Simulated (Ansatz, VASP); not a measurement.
Two plane-wave programs on Be2CN

```xyz
4
Lattice="3.0423 0.0000 0.0000 -1.5212 2.6347 0.0000 0.0000 0.0000 3.9115" Properties=species:S:1:pos:R:3 pbc="T T T"
Be    0.0000    0.0000    1.9557
Be    0.0000    1.7565    0.0000
C     0.0000    0.0000    0.0000
N     0.0000    1.7565    1.9557
```

Alike in both runs: functional PBE; k mesh 18 × 18 × 12; occupations gaussian, width 0.1 eV; no spin polarisation.

Ansatz relaxed the structure, and its values are those at the end. VASP's run is a single point on that final structure, the one shown.

|  | VASP | Ansatz |
| --- | --- | --- |
| version | VASP 6.6.1 | Ansatz 0.2.0 |
| potentials or method | VASP PAW PBE potentials, release 64 (Be, C, N), cutoff 520 eV | scalar-relativistic, plane waves, PAW |
| valence electrons in the cell | 13 | 13 |

|  | VASP | Ansatz | Ansatz less VASP |
| --- | --- | --- | --- |
| gap on the k mesh at the Fermi level (eV) | none | none | - |
| pressure (GPa) | 0.2 | 0.0 | -0.20 |

A gap of «none» marks a metal or a gap that the smearing closes. The functional is the same, so the differences come from potentials, cutoffs and numerics.
